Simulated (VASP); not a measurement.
A run of VASP 6.6.1 is set up as follows.

Contents of INCAR:

```
SYSTEM = Ti
  PREC = Accurate
  ENCUT = 520
  EDIFF = 1E-7
  ISMEAR = 0
  SIGMA = 0.15
  LREAL = .False.
  LASPH = .True.
  NELM = 80
  ALGO = Fast
  ISIF = 2
  LWAVE = .False.
  LCHARG = .True.
  LELF = .True.
  LVHAR = .True.
  NBANDS = 19
```

KPOINTS

```
Automatic mesh
0
Gamma
  18 18 10
  0 0 0
```

The input POSCAR:

```
Ti
1.0
    2.9499978604      0.0000000000      0.0000000000
   -1.4749989302      2.5547730882      0.0000000000
    0.0000000000      0.0000000000      4.8734400000
Ti
2
Direct
    0.3333333333      0.6666666667      0.2500000000
    0.6666666667      0.3333333333      0.7500000000
```

Potentials or basis: VASP PAW LDA potentials, release 64 (Ti_sv).

Run with:

```sh
$ cat potpaw_LDA.64/Ti_sv/POTCAR > POTCAR
$ mpirun -np 1 vasp_std > vasp.out
```

**Question.** What does it give for the pressure?

**Answer.** -13.2 GPa.

**Question.** Estimate the band gap on the k mesh.

**Answer.** Zero (band 12 reaches 8.09 eV, above the bottom of band 13 at 7.18 eV).

Stress tensor (GPa, compression positive):
```
-11.91   0.00   0.00
  0.00 -11.91   0.00
  0.00   0.00 -15.79
```

Caveat: the cell differs from its parent crystal (strain +0.0400 x Voigt [0, 0, 1, 0, 0, 0]).
